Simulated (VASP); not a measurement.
# CdS (x) (P6_3mc) in VASP: further runs, part 2 of 2

VASP 6.6.1.

## 3. Single point, PBEsol

Input file INCAR:

```
SYSTEM = CdS
PREC = Accurate
ENCUT = 540
EDIFF = 1E-6
ISMEAR = 0
SIGMA = 0.01
LREAL = .False.
LASPH = .True.
NELM = 120
ALGO = Normal
ISIF = 2
LWAVE = .False.
LCHARG = .True.
GGA = PS
LELF = .True.
LVHAR = .True.
NBANDS = 34
GGA_COMPAT = .False.
```

Input file KPOINTS:

```
regular mesh
0
Gamma
  9 9 4
  0 0 0
```

Input file POSCAR:

```
CdS
1.0
    4.1370000000      0.0000000000      0.0000000000
   -2.0685000000      3.5827470955      0.0000000000
    0.0000000000      0.0000000000      6.7160000000
Cd S
2 2
Direct
    0.3333333333      0.6666666667     -0.0184664712
    0.6666666667      0.3333333333      0.4815335288
    0.3333333333      0.6666666667      0.3954664712
    0.6666666667      0.3333333333      0.8954664712
```

Potentials or basis: VASP PAW PBE potentials, release 64 (Cd_sv_GW, S).

On the command line:

```console
> cat potpaw_PBE.64/Cd_sv_GW/POTCAR potpaw_PBE.64/S/POTCAR > POTCAR
> mpirun -np 1 vasp_std > vasp.out
```

OUTCAR:

```text
SYSTEM = CdS
   PREC = Accurate
   ENCUT = 540
   EDIFF = 1E-6
   ISMEAR = 0
   LREAL = .False.
   LASPH = .True.
   NELM = 120
   ISIF = 2
   GGA = PS

 ion  position               nearest neighbor table
   1  0.333  0.667  0.982-   4 2.46   4 2.46   4 2.46
   2  0.667  0.333  0.482-   3 2.46   3 2.46   3 2.46
   3  0.333  0.667  0.395-   2 2.46   2 2.46   2 2.46
   4  0.667  0.333  0.895-   1 2.46   1 2.46   1 2.46

  LATTYP: Found a hexagonal cell.
 ALAT       =     4.1370000000
 C/A-ratio  =     1.6233985980

  Lattice vectors:

 A1 = (   4.1370000000,   0.0000000000,   0.0000000000)
 A2 = (  -2.0685000000,   3.5827470955,   0.0000000000)
 A3 = (   0.0000000000,   0.0000000000,   6.7160000000)

Analysis of symmetry for initial positions (statically):
=====================================================================
 Subroutine PRICEL returns:
 Original cell was already a primitive cell.

 Routine SETGRP: Setting up the symmetry group for a
 hexagonal supercell.

 Subroutine GETGRP returns: Found 12 space group operations
 (whereof  6 operations were pure point group operations)
 out of a pool of 24 trial point group operations.

The static configuration has the point symmetry C_3v.
 The point group associated with its full space group is C_6v.

Analysis of symmetry for dynamics (positions and initial velocities):
=====================================================================
 Subroutine PRICEL returns:
 Original cell was already a primitive cell.

 Routine SETGRP: Setting up the symmetry group for a
 hexagonal supercell.

 Subroutine GETGRP returns: Found 12 space group operations
 (whereof  6 operations were pure point group operations)
 out of a pool of 24 trial point group operations.

The dynamic configuration has the point symmetry C_3v.
 The point group associated with its full space group is C_6v.

 Subroutine INISYM returns: Found 12 space group operations
 (whereof  6 operations are pure point group operations),
 and found     1 'primitive' translations

----------------------------------------------------------------------------------------

                                     Primitive cell

  volume of cell :      99.5434

  direct lattice vectors                    reciprocal lattice vectors
     4.137000000  0.000000000  0.000000000     0.241721054  0.139557716  0.000000000
    -2.068500000  3.582747095  0.000000000     0.000000000  0.279115431  0.000000000
     0.000000000  0.000000000  6.716000000     0.000000000  0.000000000  0.148898154

  length of vectors
     4.137000000  4.137000000  6.716000000     0.279115431  0.279115431  0.148898154

  position of ions in fractional coordinates (direct lattice)
     0.333333333  0.666666667  0.981533529
     0.666666667  0.333333333  0.481533529
     0.333333333  0.666666667  0.395466471
     0.666666667  0.333333333  0.895466471

  ion indices of the primitive-cell ions
   primitive index   ion index
                 1           1
                 2           2
                 3           3
                 4           4

----------------------------------------------------------------------------------------

 KPOINTS: regular mesh

Automatic generation of k-mesh.
 Grid dimensions read from file:
 generate k-points for:    9    9    4

 Generating k-lattice:

  Cartesian coordinates                     Fractional coordinates (reciprocal lattice)
     0.026857895  0.015506413  0.000000000     0.111111111 -0.000000000  0.000000000
     0.000000000  0.031012826  0.000000000     0.000000000  0.111111111  0.000000000
     0.000000000  0.000000000  0.037224538     0.000000000  0.000000000  0.250000000

  Length of vectors
     0.031012826  0.031012826  0.037224538

  Shift w.r.t. Gamma in fractional coordinates (k-lattice)
     0.000000000  0.000000000  0.000000000

 Subroutine IBZKPT returns following result:
 ===========================================

 Found     36 irreducible k-points:

 Following reciprocal coordinates:
            Coordinates               Weight
  0.000000  0.000000  0.000000      1.000000
  0.111111  0.000000  0.000000      6.000000
  0.222222  0.000000  0.000000      6.000000
  0.333333  0.000000  0.000000      6.000000
  0.444444  0.000000  0.000000      6.000000
  0.111111  0.111111  0.000000      6.000000
[... 16 lines left out ...]
  0.333333  0.222222  0.250000     24.000000
  0.333333  0.333333  0.250000      4.000000
 [... further k-points ...]
   k-points           NKPTS =     36   k-points in BZ     NKDIM =     36   number of bands    NBANDS=     34
   number of dos      NEDOS =    301   number of ions     NIONS =      4
   total plane-waves  NPLWV =  55296
   dimension x,y,z NGX =    32 NGY =   32 NGZ =   54
   dimension x,y,z NGXF=    64 NGYF=   64 NGZF=  108
   ions per type =               2   2
   NGX,Y,Z   is equivalent  to a cutoff of  12.86, 12.86, 13.37 a.u.
   NGXF,Y,Z  is equivalent  to a cutoff of  25.72, 25.72, 26.73 a.u.
 SYSTEM =  CdS
   PREC   = accura    normal or accurate (medium, high low for compatibility)
   ISTART =      0    job   : 0-new  1-cont  2-samecut
   ICHARG =      2    charge: 1-file 2-atom 10-const
   ISPIN  =      1    spin polarized calculation?
   LNONCOLLINEAR =      F non collinear calculations
   LSORBIT =      F    spin-orbit coupling
   LASPH  =      T    aspherical Exc in radial PAW
   ENCUT  =  540.0 eV  39.69 Ry    6.30 a.u.   7.84  7.84 12.73*2*pi/ulx,y,z
   NELM   =    120;   NELMIN=  2; NELMDL= -5     # of ELM steps
   EDIFF  = 0.1E-05   stopping-criterion for ELM
   LREAL  =      F    real-space projection
   EDIFFG = 0.1E-04   stopping-criterion for IOM
   NSW    =      0    number of steps for IOM
   IBRION =     -1    ionic relax: 0-MD 1-quasi-New 2-CG
   NFREE  =      0    steps in history (QN), initial steepest desc. (CG)
   ISIF   =      2    stress and relaxation
   ISYM   =      2    0-nonsym 1-usesym 2-fastsym
   POTIM  = 0.5000    time-step for ionic-motion
   TEBEG  =    0.0;   TEEND  =   0.0 temperature during run
   PSTRESS=    0.0 pullay stress
   NELECT =      52.0000    total number of electrons
   NUPDOWN=      -1.0000    fix difference up-down
   EMIN   =  10.00;   EMAX   =-10.00  energy-range for DOS
   EFERMI =   0.00;   METHOD = LEGACY
   ISMEAR =     0;   SIGMA  =   0.01  broadening in eV -4-tet -1-fermi 0-gaus
   EFERMI_NEDOS =   21; number of points for ismear=-14 and -15
   IALGO  =     38    algorithm
   IMIX   =      4    mixing-type and parameters
     AMIX     =   0.40;   BMIX     =  1.00
     AMIX_MAG =   1.60;   BMIX_MAG =  1.00
  volume/ion in A,a.u.               =      24.89       167.94
  Fermi-wavevector in a.u.,A,eV,Ry     =   1.318475  2.491556 23.652038  1.738376
  Thomas-Fermi vector in A             =   2.448442
   LORBIT       =      0    0 simple, 1 ext, 2 COOP (PROOUT), +10 PAW based schemes
   GGA     = PS    functional components
   LHFCALC =     F    Hartree Fock is set to
   AEXX    =    0.0000 exact exchange contribution
   IVDW    =     0    specifies the selected vdW correction
   LEPSILON=     F    determine dielectric tensor
   LRPA    =     F    only Hartree local field effects (RPA)
 non-spin polarized calculation
 Gauss-broadening in eV      SIGMA  =   0.01
  energy-cutoff  :      540.00
  volume of cell :       99.54
 maximum number of plane-waves:      2859
 NGX is ok and might be reduce to    32
   NGX = 15   NGY = 15   NGZ = 25

 number of electron      52.0000028 magnetization

 Free energy of the ion-electron system (eV)
  ---------------------------------------------------
  ext. energy  EPLUGINS =         0.00000000
  ---------------------------------------------------
  free energy    TOTEN  =       -13.60872246 eV

  energy without entropy =      -13.60872246  energy(sigma->0) =      -13.60872246

 E-fermi :   2.8751     XC(G=0):  -9.4651

 val. band max:        2.6903156305   @ k =   0.0000   0.0000   0.0000
 cond. band min:       3.8821016124   @ k =   0.0000   0.0000   0.0000
 fundamental gap:      1.1917859819
 Fermi energy:         2.8751272373

 k-point     1 :       0.0000    0.0000    0.0000
  band No.  band energies     occupation
      1     -98.5365      2.00000
      2     -98.5364      2.00000
      3     -59.6432      2.00000
      4     -59.6430      2.00000
      5     -59.6307      2.00000
      6     -59.6307      2.00000
[... 26 lines left out ...]
     33      10.0156      0.00000
     34      10.2644      0.00000
[... 820 lines left out ...]
      4     -59.6433      2.00000
      5     -59.6311      2.00000
      6     -59.6310      2.00000
[... 26 lines left out ...]
     33      11.9799      0.00000
     34      12.0058      0.00000

 [... further k-points ...]
[... 5 lines left out ...]
  --------------------------------------------------------------------------------------
  -------------------------------------------------------------------------------------
  Total        0.9596352      0.9596352     -2.5661196     -0.0000000      0.0000000      0.0000000
  in kB       15.4455868     15.4455868    -41.3023829     -0.0000000      0.0000000      0.0000000
  external PRESSURE =      -3.4704031 kB  Pullay stress =       0.0000000 kB

 VOLUME and BASIS-vectors are now :
 -----------------------------------------------------------------------------
  energy-cutoff  :      540.00
  volume of cell :       99.54
      direct lattice vectors                 reciprocal lattice vectors
     4.137000000  0.000000000  0.000000000     0.241721054  0.139557716  0.000000000
    -2.068500000  3.582747095  0.000000000     0.000000000  0.279115431  0.000000000
     0.000000000  0.000000000  6.716000000     0.000000000  0.000000000  0.148898154

 POSITION                                       TOTAL-FORCE (eV/Angst)
 -----------------------------------------------------------------------------------
     -0.00000      2.38850      6.59198         0.000000     -0.000000      0.625034
      2.06850      1.19425      3.23398        -0.000000      0.000000      0.625034
     -0.00000      2.38850      2.65595         0.000000     -0.000000     -0.625034
      2.06850      1.19425      6.01395        -0.000000      0.000000     -0.625034
 -----------------------------------------------------------------------------------
    total drift:                               -0.000001      0.000000      0.000008

  FREE ENERGIE OF THE ION-ELECTRON SYSTEM (eV)
  ---------------------------------------------------
  free  energy   TOTEN  =       -13.6087224613 eV

  energy  without entropy=      -13.6087224613  energy(sigma->0) =      -13.60872246
```

stdout:

```text
POSCAR found type information on POSCAR CdS
 POSCAR found :  2 types and       4 ions
 scaLAPACK will be used
 -----------------------------------------------------------------------------
|                                                                             |
|                                                                             |
|     You enforced a specific xc type in the INCAR file but a different       |
|     I HOPE YOU KNOW WHAT YOU ARE DOING!                                     |
|                                                                             |
 -----------------------------------------------------------------------------

 LDA part: xc-table for (Slater+PW92), standard interpolation
 POSCAR, INCAR and KPOINTS ok, starting setup
 FFT: planning ... GRIDC
 FFT: planning ... GRID_SOFT
 FFT: planning ... GRID
 WAVECAR not read
 entering main loop
```

Wall time 2 min (1 thread of Intel Xeon Platinum 8488C (Sapphire Rapids), shared host); peak memory 0.3 GiB.

Results:

```
Free energy            : -13.6087 eV
Pressure               : -0.3 GPa
Largest force          : 0.625 eV/Å
Band gap on the k mesh : 1.19 eV, direct
```

Forces in eV/Å, atoms in the order of the input:
```
Cd   0.000  0.000  0.625
Cd   0.000  0.000  0.625
S    0.000  0.000 -0.625
S    0.000  0.000 -0.625
```

Stress tensor (GPa, compression positive):
```
 1.54  0.00  0.00
 0.00  1.54  0.00
 0.00  0.00 -4.13
```

Caveat: the PAW data sets were made with another functional, which shifts forces and pressure a little.

## 4. Single point, PBEsol

Input file INCAR:

```
ALGO     = Normal         # electronic algorithm
EDIFF    = 1E-6           # SCF threshold, eV
ENCUT    = 540            # plane-wave cutoff, eV
GGA      = PS             # functional
GGA_COMPAT= F            
ISIF     = 2              # what is computed and relaxed
ISMEAR   = 0              # smearing method
LASPH    = T              # aspherical terms in the spheres
LCHARG   = F              # write CHGCAR
LREAL    = F              # projectors in reciprocal space
LWAVE    = F              # write WAVECAR
NBANDS   = 34             # bands
NELM     = 120            # most SCF steps
PREC     = Accurate       # precision mode
SIGMA    = 0.01           # smearing width, eV
```

Input file KPOINTS:

```
k-points
0
Gamma
  9 9 4
```

Input file POSCAR:

```
CdS
1.0
    4.1370000000      0.0000000000      0.0000000000
   -2.0685000000      3.5827470955      0.0000000000
    0.0000000000      0.0000000000      6.7160000000
Cd S
2 2
Direct
    0.3333333333      0.6666666667     -0.0461308826
    0.6666666667      0.3333333333      0.4538691174
    0.3333333333      0.6666666667      0.4231308826
    0.6666666667      0.3333333333      0.9231308826
```

On the command line:

```console
> cat potpaw_PBE.64/Cd_sv_GW/POTCAR potpaw_PBE.64/S/POTCAR > POTCAR
> mpirun -np 1 vasp_std > vasp.out
```

Wall time 1.7 min (1 thread of AMD EPYC 9R45 (Zen 5), shared host); peak memory 0.27 GiB.

It converged, with:

| Item | Value |
| --- | --- |
| Free energy | -13.1665 eV |
| Pressure | 2.0 GPa |
| Largest force | 0.407 eV/Å |
| Band gap on the k mesh | 1.32 eV, direct |

Forces in eV/Å, atoms in the order of the input:
```
Cd   0.000  0.000  0.407
Cd   0.000  0.000  0.407
S    0.000  0.000 -0.407
S    0.000  0.000 -0.407
```

Stress tensor (GPa, compression positive):
```
 4.96  0.00  0.00
 0.00  4.96  0.00
 0.00  0.00 -4.05
```

Levels at points of the mesh, in eV from the valence-band top:
| k point | band 22 | band 23 | band 24 | band 25 | band 26 | band 27 | band 28 | band 29 | band 30 | band 31 |
| --- | --- | --- | --- | --- | --- | --- | --- | --- | --- | --- |
| (0.00, 0.00, 0.00) | -0.43 | -0.43 | -0.30 | 0.00 | 0.00 | 1.32 | 2.02 | 6.34 | 6.34 | 7.16 |
| (0.00, 0.00, 0.50) | -2.04 | -0.22 | -0.22 | -0.22 | -0.22 | 2.42 | 2.42 | 6.17 | 6.17 | 6.56 |

Caveat: the PAW data sets were made with another functional, which shifts forces and pressure a little.

## 5. Single point, PBEsol

Input file INCAR:

```
PREC = Accurate ; ENCUT = 540
EDIFF = 1E-6 ; ISMEAR = 0
SIGMA = 0.01 ; LREAL = F
LASPH = T ; NELM = 120
ALGO = Normal ; ISIF = 2
LWAVE = F ; LCHARG = F
GGA = PS ; NBANDS = 34
GGA_COMPAT = F
```

Input file KPOINTS:

```
Automatic mesh
0
Gamma
  9 9 4
```

Input file POSCAR:

```
CdS
1.0
    4.1370000000      0.0000000000      0.0000000000
   -2.0685000000      3.5827470955      0.0000000000
    0.0000000000      0.0000000000      6.7160000000
Cd S
2 2
Direct
    0.3333333333      0.6666666667     -0.0276879416
    0.6666666667      0.3333333333      0.4723120584
    0.3333333333      0.6666666667      0.4046879416
    0.6666666667      0.3333333333      0.9046879416
```

Potentials or basis: VASP PAW PBE potentials, release 64 (Cd_sv_GW, S).

On the command line:

```console
> cat potpaw_PBE.64/Cd_sv_GW/POTCAR potpaw_PBE.64/S/POTCAR > POTCAR
> mpirun -np 1 vasp_std > vasp.out
```

OUTCAR:

```text
PREC = Accurate
   ENCUT = 540
   EDIFF = 1E-6
   ISMEAR = 0
   LREAL = F
   LASPH = T
   NELM = 120
   ISIF = 2
   GGA = PS

 ion  position               nearest neighbor table
   1  0.333  0.667  0.972-   4 2.43   4 2.43   4 2.43
   2  0.667  0.333  0.472-   3 2.43   3 2.43   3 2.43
   3  0.333  0.667  0.405-   2 2.43   2 2.43   2 2.43
   4  0.667  0.333  0.905-   1 2.43   1 2.43   1 2.43

  LATTYP: Found a hexagonal cell.
 ALAT       =     4.1370000000
 C/A-ratio  =     1.6233985980
[... 202 lines left out ...]
      6     -59.6753      2.00000
[... 877 lines left out ...]
     33      11.9543      0.00000
     34      12.0447      0.00000

 [... further k-points ...]
[... 5 lines left out ...]
  --------------------------------------------------------------------------------------
  -------------------------------------------------------------------------------------
  Total        1.8122146      1.8122146     -2.6794629      0.0000000     -0.0000000      0.0000000
  in kB       29.1680798     29.1680798    -43.1266748      0.0000000     -0.0000000      0.0000000
  external PRESSURE =       5.0698283 kB  Pullay stress =       0.0000000 kB

 VOLUME and BASIS-vectors are now :
 -----------------------------------------------------------------------------
  energy-cutoff  :      540.00
  volume of cell :       99.54
      direct lattice vectors                 reciprocal lattice vectors
     4.137000000  0.000000000  0.000000000     0.241721054  0.139557716  0.000000000
    -2.068500000  3.582747095  0.000000000     0.000000000  0.279115431  0.000000000
     0.000000000  0.000000000  6.716000000     0.000000000  0.000000000  0.148898154

 POSITION                                       TOTAL-FORCE (eV/Angst)
 -----------------------------------------------------------------------------------
     -0.00000      2.38850      6.53005         0.000000     -0.000000      0.662699
      2.06850      1.19425      3.17205        -0.000000      0.000000      0.662699
     -0.00000      2.38850      2.71788         0.000000      0.000000     -0.662699
      2.06850      1.19425      6.07588        -0.000000      0.000000     -0.662699
 -----------------------------------------------------------------------------------
    total drift:                               -0.000001      0.000000      0.000006

  FREE ENERGIE OF THE ION-ELECTRON SYSTEM (eV)
  ---------------------------------------------------
  free  energy   TOTEN  =       -13.4464187567 eV

  energy  without entropy=      -13.4464187567  energy(sigma->0) =      -13.44641876
```

OSZICAR:

```text
N       E                     dE             d eps       ncg     rms          rms(c)
DAV:   1     0.112936727809E+04    0.11294E+04   -0.30009E+04  2784   0.187E+03
DAV:   2     0.129576374304E+03   -0.99979E+03   -0.92544E+03  2448   0.807E+02
DAV:   3    -0.619334535772E+01   -0.13577E+03   -0.13289E+03  3884   0.315E+02
DAV:   4    -0.141677819699E+02   -0.79744E+01   -0.79368E+01  3664   0.105E+02
DAV:   5    -0.145318882190E+02   -0.36411E+00   -0.36384E+00  3780   0.228E+01    0.328E+01
DAV:   6    -0.134812941545E+02    0.10506E+01   -0.22309E+00  4470   0.281E+01    0.238E+01
DAV:   7    -0.135171071284E+02   -0.35813E-01   -0.12865E+00  3642   0.901E+00    0.186E+00
DAV:   8    -0.134447502902E+02    0.72357E-01   -0.23965E-01  3964   0.477E+00    0.904E-01
DAV:   9    -0.134462936319E+02   -0.15433E-02   -0.32782E-02  2918   0.170E+00    0.177E-01
DAV:  10    -0.134463396294E+02   -0.45997E-04   -0.16132E-03  3912   0.535E-01    0.727E-02
DAV:  11    -0.134463963812E+02   -0.56752E-04   -0.10712E-04  3406   0.126E-01    0.415E-02
DAV:  12    -0.134464143038E+02   -0.17923E-04   -0.19833E-05  2854   0.433E-02    0.160E-02
DAV:  13    -0.134464185933E+02   -0.42894E-05   -0.53809E-06  2468   0.290E-02    0.577E-03
DAV:  14    -0.134464187567E+02   -0.16340E-06   -0.77261E-07  2034   0.113E-02
   1 F= -.13446419E+02 E0= -.13446419E+02  d E =-.492088-159
```

stdout:

```text
POSCAR found type information on POSCAR CdS
 POSCAR found :  2 types and       4 ions
 scaLAPACK will be used
 -----------------------------------------------------------------------------
|                                                                             |
|                                                                             |
|     You enforced a specific xc type in the INCAR file but a different       |
|     I HOPE YOU KNOW WHAT YOU ARE DOING!                                     |
|                                                                             |
 -----------------------------------------------------------------------------

 LDA part: xc-table for (Slater+PW92), standard interpolation
 POSCAR, INCAR and KPOINTS ok, starting setup
 FFT: planning ... GRIDC
 FFT: planning ... GRID_SOFT
 FFT: planning ... GRID
 WAVECAR not read
 entering main loop
```

It took 4.1 min on 1 thread of AMD EPYC 7R43 (Zen 3), shared host; peak memory 0.25 GiB.

What came out:

```
Free energy            : -13.4464 eV
Pressure               : 0.5 GPa
Largest force          : 0.663 eV/Å
Band gap on the k mesh : 1.25 eV, direct
```

Forces on the atoms (eV/Å):
```
Cd   0.000  0.000  0.663
Cd   0.000  0.000  0.663
S    0.000  0.000 -0.663
S    0.000  0.000 -0.663
```

Stress tensor (GPa, compression positive):
```
 2.92  0.00  0.00
 0.00  2.92  0.00
 0.00  0.00 -4.31
```

Caveat: the PAW data sets were made with another functional, which shifts forces and pressure a little. PBEsol gaps usually lie below the measured ones, often by a third to a half.
